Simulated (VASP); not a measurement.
MgO: single point with PBE

The system is MgO.

```
CELL_PARAMETERS angstrom
0.00000 2.19073 2.19073
2.19073 0.00000 2.19073
2.19073 2.19073 0.00000
ATOMIC_POSITIONS crystal
Mg 0.00000 0.00000 0.00000
O 0.25000 0.25000 0.25000
```

This cell differs from its parent crystal: strain -4.0%.

```yaml
Program: VASP 6.6.1
Task: single point
Functional: PBE
Potentials_or_basis: VASP PAW PBE potentials, release 64 (Mg, O)
Cutoff: 600 eV
k_mesh: 6 × 6 × 6
Occupations: gaussian, width 0.01 eV
Spin: no spin polarisation
```

The pressure is 23.6 GPa and the band gap on the k mesh is 4.38 eV, direct.

Levels at points of the mesh, in eV from the valence-band top:
```
           k point  band 2  band 3  band 4  band 5  band 6  band 7
(0.00, 0.00, 0.00)    0.00    0.00    0.00    4.38   18.20   18.20
(0.50, 0.00, 0.00)   -3.38   -0.18   -0.18    9.68   10.67   15.57
(0.50, 0.50, 0.00)   -2.80   -0.79   -0.79    6.55   12.23   15.98
```

Wall time 7.2 s on 1 thread of Intel(R) Xeon(R) Platinum 8259CL CPU @ 2.50GHz (Skylake/Cascade Lake), with other jobs on the host, peak memory 0.15 GiB.

Caveat: the cell differs from its parent crystal (strain -4.0%).
